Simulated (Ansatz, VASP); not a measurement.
## Co: VASP beside Ansatz

```
Co
1.0
     2.50710    0.00000    0.00000
    -1.25355    2.17121    0.00000
     0.00000    0.00000    4.06860
Co
2
Direct
  0.33333 0.66667 0.25000
  0.66667 0.33333 0.75000
```

Alike in both runs: task relaxation of cell and atoms; functional revPBE; k mesh 14 × 14 × 8; occupations fermi-dirac, width 0.1 eV; no spin polarisation.

|  | VASP | Ansatz |
| --- | --- | --- |
| version | VASP 6.6.1 | Ansatz 0.2.0 |
| potentials or method | VASP PAW PBE potentials, release 64 (Co), cutoff 600 eV | plane waves (420 eV) with PAW, scalar-relativistic |
| valence electrons in the cell | 18 | 34 |

VASP gave:

```
relaxed volume (Å³/atom)                                     : 10.51
relaxed cell length with the largest relative difference (Å) : 3.978
```

Question: What did Ansatz give for the same quantities?

Answer: Relaxed volume (Å³/atom): 10.54; relaxed cell length with the largest relative difference (Å): 3.983.

VASP's potentials were made for PBE, not for revPBE. VASP's potentials hold 18 valence electrons a cell and Ansatz's 34, so a difference there can come from the potentials and not from the codes.
